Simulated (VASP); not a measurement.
**Li: single point with PBE**

Li:

```xyz
2
Lattice="3.1110 0.0000 0.0000 -1.5555 2.6942 0.0000 0.0000 0.0000 5.0421" Properties=species:S:1:pos:R:3 pbc="T T T"
Li    0.0000    1.7961    1.2605
Li    1.5555    0.8981    3.7816
```

This cell differs from its parent crystal: zz strain of -1 %.

```json
{
 "Program": "VASP 6.6.1",
 "Task": "single point",
 "Functional": "PBE",
 "Potentials or basis": "VASP PAW PBE potentials, release 64 (Li_sv)",
 "Cutoff": "520 eV",
 "k mesh": "15 × 15 × 8",
 "Occupations": "fermi-dirac, width 0.08 eV",
 "Spin": "no spin polarisation",
 "Dipole correction": "no",
 "Further INCAR settings": "ALGO = Normal; EDIFF = 1e-06; NBANDS = 10"
}
```

```yaml
Band_gap_on_the_k_mesh: zero (bands 3 and 4 overlap by 4.49 eV)
```

Levels at points of the mesh, in eV from the Fermi level:
| k point | band 1 | band 2 | band 3 | band 4 | band 5 | band 6 |
| --- | --- | --- | --- | --- | --- | --- |
| (0.00, 0.00, 0.00) | -46.60 | -46.58 | -3.50 | 0.04 | 2.85 | 12.01 |
| (0.00, 0.00, 0.50) | -46.59 | -46.59 | -2.40 | -2.40 | 7.86 | 7.86 |

It took 49 s on 1 thread of Intel Xeon 8259CL, on a shared host, peak memory 0.18 GiB.

Caveat: the cell differs from its parent crystal (zz strain of -1 %).
